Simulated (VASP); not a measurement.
# MgS (F-43m) in VASP: further runs

The runs below take MgS through single point, relaxation of cell and atoms, with BLYP, RPBE, RPBE+D3(BJ).

All numbers are computed with VASP 6.6.1; they aren't measurements. Logs are shortened: lines on timing, memory, paths and dates and some standing lists are left out, and cuts for length are marked.

## (1) The cell of the first run

It takes space group F-43m (No. 216, cubic). Conventional cell: a = 5.746 Å, b = 5.746 Å, c = 5.746 Å, α = 90.00°, β = 90.00°, γ = 90.00°. S (site symmetry -43m) has 4 Mg at 2.49 Å within 3.3 Å. Within 3.3 Å of Mg (site symmetry -43m) lie 4 S at 2.49 Å.

## (2) Single point, BLYP

Contents of INCAR:

```
SYSTEM = MgS
PREC     = Accurate       ! precision mode
ENCUT    = 520            ! plane-wave cutoff, eV
EDIFF    = 1E-6           ! SCF threshold, eV
ISMEAR   = -1             ! smearing method
SIGMA    = 0.05           ! smearing width, eV
LREAL    = .False.        ! projectors in reciprocal space
LASPH    = .True.         ! aspherical terms in the spheres
NELM     = 60             ! most SCF steps
ALGO     = Normal         ! electronic algorithm
ISIF     = 2              ! what is computed and relaxed
LWAVE    = .False.        ! write WAVECAR
LCHARG   = .False.        ! write CHGCAR
GGA      = B5             ! functional
ALDAX    = 1.0          
AGGAX    = 1.0          
AGGAC    = 1.0          
ALDAC    = 0.0          
NBANDS   = 11             ! bands
```

Contents of KPOINTS:

```
regular mesh
0
Gamma
  8 8 8
  0 0 0
```

Contents of POSCAR:

```
MgS
1.0
    0.0000000000      2.8729428611      2.8729428611
    2.8729428611      0.0000000000      2.8729428611
    2.8729428611      2.8729428611      0.0000000000
S Mg
1 1
Direct
    0.2500000000      0.2500000000      0.2500000000
    0.0000000000      0.0000000000      0.0000000000
```

Potentials or basis: VASP PAW PBE potentials, release 64 (S, Mg).

On the command line:

```sh
> cat potpaw_PBE.64/S/POTCAR potpaw_PBE.64/Mg/POTCAR > POTCAR
> mpirun -np 1 vasp_std > vasp.out
```

OUTCAR:

```text
SYSTEM = MgS
   PREC = Accurate
   ENCUT = 520
   EDIFF = 1E-6
   ISMEAR = -1
   LREAL = .False.
   LASPH = .True.
   NELM = 60
   ISIF = 2
   GGA = B5

 ion  position               nearest neighbor table
   1  0.250  0.250  0.250-   2 2.49   2 2.49   2 2.49   2 2.49
   2  0.000  0.000  0.000-   1 2.49   1 2.49   1 2.49   1 2.49

  LATTYP: Found a face centered cubic cell.
 ALAT       =     5.7458857222

  Lattice vectors:

 A1 = (   0.0000000000,   2.8729428611,   2.8729428611)
 A2 = (   2.8729428611,   0.0000000000,   2.8729428611)
 A3 = (   2.8729428611,   2.8729428611,   0.0000000000)

Analysis of symmetry for initial positions (statically):
=====================================================================
 Subroutine PRICEL returns:
 Original cell was already a primitive cell.

 Routine SETGRP: Setting up the symmetry group for a
 face centered cubic supercell.

 Subroutine GETGRP returns: Found 24 space group operations
 (whereof 24 operations were pure point group operations)
 out of a pool of 48 trial point group operations.

The static configuration has the point symmetry T_d .

Analysis of symmetry for dynamics (positions and initial velocities):
=====================================================================
 Subroutine PRICEL returns:
 Original cell was already a primitive cell.

 Routine SETGRP: Setting up the symmetry group for a
 face centered cubic supercell.

 Subroutine GETGRP returns: Found 24 space group operations
 (whereof 24 operations were pure point group operations)
 out of a pool of 48 trial point group operations.

The dynamic configuration has the point symmetry T_d .

 Subroutine INISYM returns: Found 24 space group operations
 (whereof 24 operations are pure point group operations),
 and found     1 'primitive' translations

----------------------------------------------------------------------------------------

                                     Primitive cell

  volume of cell :      47.4254

  direct lattice vectors                    reciprocal lattice vectors
     0.000000000  2.872942861  2.872942861    -0.174037572  0.174037572  0.174037572
     2.872942861  0.000000000  2.872942861     0.174037572 -0.174037572  0.174037572
     2.872942861  2.872942861  0.000000000     0.174037572  0.174037572 -0.174037572

  length of vectors
     4.062954758  4.062954758  4.062954758     0.301441917  0.301441917  0.301441917

  position of ions in fractional coordinates (direct lattice)
     0.250000000  0.250000000  0.250000000
     0.000000000  0.000000000  0.000000000

  ion indices of the primitive-cell ions
   primitive index   ion index
                 1           1
                 2           2

----------------------------------------------------------------------------------------

 KPOINTS: regular mesh

Automatic generation of k-mesh.
 Grid dimensions read from file:
 generate k-points for:    8    8    8

 Generating k-lattice:

  Cartesian coordinates                     Fractional coordinates (reciprocal lattice)
    -0.021754696  0.021754696  0.021754696     0.125000000  0.000000000  0.000000000
     0.021754696 -0.021754696  0.021754696     0.000000000  0.125000000  0.000000000
     0.021754696  0.021754696 -0.021754696     0.000000000  0.000000000  0.125000000

  Length of vectors
     0.037680240  0.037680240  0.037680240

  Shift w.r.t. Gamma in fractional coordinates (k-lattice)
     0.000000000  0.000000000  0.000000000

 Subroutine IBZKPT returns following result:
 ===========================================

 Found     29 irreducible k-points:

 Following reciprocal coordinates:
            Coordinates               Weight
  0.000000  0.000000  0.000000      1.000000
  0.125000  0.000000  0.000000      8.000000
  0.250000  0.000000  0.000000      8.000000
  0.375000  0.000000  0.000000      8.000000
  0.500000  0.000000  0.000000      4.000000
  0.125000  0.125000  0.000000      6.000000
[... 16 lines left out ...]
  0.500000  0.250000  0.125000     48.000000
 -0.375000  0.250000  0.125000     24.000000
 [... further k-points ...]
   k-points           NKPTS =     29   k-points in BZ     NKDIM =     29   number of bands    NBANDS=     11
   number of dos      NEDOS =    301   number of ions     NIONS =      2
   total plane-waves  NPLWV =  27000
   dimension x,y,z NGX =    30 NGY =   30 NGZ =   30
   dimension x,y,z NGXF=    60 NGYF=   60 NGZF=   60
   ions per type =               1   1
   NGX,Y,Z   is equivalent  to a cutoff of  12.28, 12.28, 12.28 a.u.
   NGXF,Y,Z  is equivalent  to a cutoff of  24.55, 24.55, 24.55 a.u.
 SYSTEM =  MgS
   PREC   = accura    normal or accurate (medium, high low for compatibility)
   ISTART =      0    job   : 0-new  1-cont  2-samecut
   ICHARG =      2    charge: 1-file 2-atom 10-const
   ISPIN  =      1    spin polarized calculation?
   LNONCOLLINEAR =      F non collinear calculations
   LSORBIT =      F    spin-orbit coupling
   LASPH  =      T    aspherical Exc in radial PAW
   ENCUT  =  520.0 eV  38.22 Ry    6.18 a.u.   7.55  7.55  7.55*2*pi/ulx,y,z
   NELM   =     60;   NELMIN=  2; NELMDL= -5     # of ELM steps
   EDIFF  = 0.1E-05   stopping-criterion for ELM
   LREAL  =      F    real-space projection
   EDIFFG = 0.1E-04   stopping-criterion for IOM
   NSW    =      0    number of steps for IOM
   IBRION =     -1    ionic relax: 0-MD 1-quasi-New 2-CG
   NFREE  =      0    steps in history (QN), initial steepest desc. (CG)
   ISIF   =      2    stress and relaxation
   ISYM   =      2    0-nonsym 1-usesym 2-fastsym
   POTIM  = 0.5000    time-step for ionic-motion
   TEBEG  =    0.0;   TEEND  =   0.0 temperature during run
   PSTRESS=    0.0 pullay stress
   NELECT =       8.0000    total number of electrons
   NUPDOWN=      -1.0000    fix difference up-down
   EMIN   =  10.00;   EMAX   =-10.00  energy-range for DOS
   EFERMI =   0.00;   METHOD = LEGACY
   ISMEAR =    -1;   SIGMA  =   0.05  broadening in eV -4-tet -1-fermi 0-gaus
   EFERMI_NEDOS =   21; number of points for ismear=-14 and -15
   IALGO  =     38    algorithm
   IMIX   =      4    mixing-type and parameters
     AMIX     =   0.40;   BMIX     =  1.00
     AMIX_MAG =   1.60;   BMIX_MAG =  1.00
  volume/ion in A,a.u.               =      23.71       160.02
  Fermi-wavevector in a.u.,A,eV,Ry     =   0.904554  1.709359 11.132531  0.818218
  Thomas-Fermi vector in A             =   2.028015
   LORBIT       =      0    0 simple, 1 ext, 2 COOP (PROOUT), +10 PAW based schemes
   GGA     = B5    functional components
   LHFCALC =     F    Hartree Fock is set to
   AEXX    =    0.0000 exact exchange contribution
   IVDW    =     0    specifies the selected vdW correction
   LEPSILON=     F    determine dielectric tensor
   LRPA    =     F    only Hartree local field effects (RPA)
 non-spin polarized calculation
  energy-cutoff  :      520.00
  volume of cell :       47.43
 maximum number of plane-waves:      1303
   NGX = 15   NGY = 15   NGZ = 15

 number of electron       8.0000000 magnetization

 Free energy of the ion-electron system (eV)
  ---------------------------------------------------
  ext. energy  EPLUGINS =         0.00000000
  ---------------------------------------------------
  free energy    TOTEN  =        -7.70035964 eV

  energy without entropy =       -7.70035963  energy(sigma->0) =       -7.70035963

 E-fermi :   2.2131     XC(G=0):  -7.7268

 val. band max:        1.1573591494   @ k =   0.0000   0.0000   0.0000
 cond. band min:       4.5264656727   @ k =   0.0000   0.0000   0.0000
 fundamental gap:      3.3691065233
 Fermi energy:         2.2131125751

 k-point     1 :       0.0000    0.0000    0.0000
  band No.  band energies     occupation
      1      -9.9493      2.00000
      2       1.1574      2.00000
      3       1.1574      2.00000
      4       1.1574      2.00000
      5       4.5265      0.00000
      6       9.0315      0.00000
      7       9.0315      0.00000
      8       9.0315      0.00000
      9      11.9381      0.00000
     10      11.9381      0.00000
     11      14.6029      0.00000

 k-point     2 :       0.1250    0.0000    0.0000
  band No.  band energies     occupation
      1      -9.8705      2.00000
      2       0.5188      2.00000
      3       1.1071      2.00000
      4       1.1071      2.00000
      5       5.1608      0.00000
      6       8.8351      0.00000
      7       9.2002      0.00000
      8       9.2002      0.00000
      9      11.5106      0.00000
     10      11.5106      0.00000
     11      14.2559      0.00000

 k-point     3 :       0.2500    0.0000    0.0000
  band No.  band energies     occupation
      1      -9.6677      2.00000
      2      -0.5814      2.00000
      3       0.9933      2.00000
      4       0.9933      2.00000
      5       6.0050      0.00000
      6       8.8545      0.00000
      7       9.2646      0.00000
      8       9.2646      0.00000
      9      11.5407      0.00000
     10      11.5407      0.00000
     11      13.4162      0.00000

 k-point     4 :       0.3750    0.0000    0.0000
  band No.  band energies     occupation
      1      -9.4433      2.00000
      2      -1.4466      2.00000
      3       0.8885      2.00000
      4       0.8885      2.00000
      5       6.1935      0.00000
      6       8.9563      0.00000
      7       8.9563      0.00000
      8       9.4740      0.00000
      9      12.7655      0.00000
     10      12.7655      0.00000
     11      13.3160      0.00000
[... 239 lines left out ...]
 k-point    22 :       0.3750    0.2500    0.1250
  band No.  band energies     occupation
      1      -9.5113      2.00000
      2      -0.7840      2.00000
      3       0.3747      2.00000
      4       0.8042      2.00000
      5       6.8291      0.00000
      6       7.9377      0.00000
      7       8.8151      0.00000
      8      10.2464      0.00000
      9      10.8098      0.00000
     10      13.3800      0.00000
     11      15.5040      0.00000

 k-point    23 :       0.5000    0.2500    0.1250
  band No.  band energies     occupation
      1      -9.3257      2.00000
      2      -1.2505      2.00000
      3       0.0472      2.00000
      4       0.6422      2.00000
      5       7.1709      0.00000
      6       7.8547      0.00000
      7       8.9778      0.00000
      8      10.1424      0.00000
      9      11.8800      0.00000
     10      14.3786      0.00000
     11      15.0061      0.00000

 k-point    24 :      -0.3750    0.2500    0.1250
  band No.  band energies     occupation
      1      -9.2439      2.00000
      2      -1.4493      2.00000
      3      -0.0524      2.00000
      4       0.5556      2.00000
      5       7.2515      0.00000
      6       7.6185      0.00000
      7       9.7189      0.00000
      8       9.9961      0.00000
      9      12.3538      0.00000
     10      13.8468      0.00000
     11      15.0564      0.00000

 [... further k-points ...]
[... 5 lines left out ...]
  --------------------------------------------------------------------------------------
  -------------------------------------------------------------------------------------
  Total       -0.0383398     -0.0383398     -0.0383398     -0.0000000      0.0000000      0.0000000
  in kB       -1.2952376     -1.2952376     -1.2952376     -0.0000000      0.0000000      0.0000000
  external PRESSURE =      -1.2952376 kB  Pullay stress =       0.0000000 kB

 VOLUME and BASIS-vectors are now :
 -----------------------------------------------------------------------------
  energy-cutoff  :      520.00
  volume of cell :       47.43
      direct lattice vectors                 reciprocal lattice vectors
     0.000000000  2.872942861  2.872942861    -0.174037572  0.174037572  0.174037572
     2.872942861  0.000000000  2.872942861     0.174037572 -0.174037572  0.174037572
     2.872942861  2.872942861  0.000000000     0.174037572  0.174037572 -0.174037572

 POSITION                                       TOTAL-FORCE (eV/Angst)
 -----------------------------------------------------------------------------------
      1.43647      1.43647      1.43647        -0.000000      0.000000     -0.000000
      0.00000      0.00000      0.00000         0.000000     -0.000000      0.000000
 -----------------------------------------------------------------------------------
    total drift:                               -0.000000     -0.000000     -0.000000

  FREE ENERGIE OF THE ION-ELECTRON SYSTEM (eV)
  ---------------------------------------------------
  free  energy   TOTEN  =        -7.7003596350 eV

  energy  without entropy=       -7.7003596350  energy(sigma->0) =       -7.70035963
```

Run time: 24 s. Hardware: 1 thread of Intel Xeon 6975P-C, shared host; peak memory 0.17 GiB.

What came out:

| Quantity | Value |
| --- | --- |
| Free energy | -7.7004 eV |
| Pressure | -0.1 GPa |
| Band gap on the k mesh | 3.37 eV, direct |

Levels at points of the mesh, in eV from the valence-band top:
```
           k point  band 2  band 3  band 4  band 5  band 6  band 7
(0.00, 0.00, 0.00)    0.00    0.00    0.00    3.37    7.87    7.87
(0.50, 0.00, 0.00)   -2.93   -0.31   -0.31    5.01    7.64    7.64
(0.50, 0.50, 0.00)   -2.66   -0.96   -0.96    4.12    5.64   10.81
```

Caveat: the PAW data sets were made with another functional, which shifts forces and pressure a little.

(Continued in part 2 of 2.)
